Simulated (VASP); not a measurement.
**NaTm: single point with PBE**

NaTm:

```
Na Tm
1.0
     3.69779    0.00000    0.00000
    -1.84889    3.20238    0.00000
     0.00000    0.00000    6.69986
Na Tm
1 1
Direct
  0.00000 0.00000 0.50000
  0.66667 0.33333 0.00000
```

```yaml
Program: VASP 6.6.1
Task: single point
Functional: PBE
Potentials_or_basis: VASP PAW PBE potentials, release 64 (Na_pv, Tm)
Cutoff: 600 eV
k_mesh: 13 × 13 × 6
Occupations: fermi-dirac, width 0.05 eV
Spin: no spin polarisation
Dipole_correction: no
Further_INCAR_settings: ALGO = Normal; EDIFF = 1e-06; NBANDS = 22
```

```yaml
Pressure: -0.9 GPa
Band_gap_on_the_k_mesh: zero (bands 15 and 16 overlap by 0.68 eV)
```

Stress tensor (GPa, compression positive):
```
-0.47  0.00  0.00
 0.00 -0.47  0.00
 0.00  0.00 -1.80
```

Levels at points of the mesh, in eV from the Fermi level:
```
           k point  band 13  band 14  band 15  band 16  band 17  band 18  band 19  band 20
(0.00, 0.00, 0.00)    -0.14    -0.10    -0.10    -0.06     0.06     2.97     2.97     4.06
(0.00, 0.00, 0.50)    -0.14    -0.10    -0.10    -0.06     1.10     2.98     2.98     4.28
```

Run time: 10 min on 1 thread of AMD EPYC 7R13 Processor (Zen 3), on a shared host, peak memory 0.33 GiB.

Caveat: spin-orbit coupling is left out, which moves the levels of the heavy elements; semilocal functionals describe open f shells poorly, which spoils levels, moments and volumes. Spin polarisation is off, so any magnetic state and its effect on volume and gap are missing.
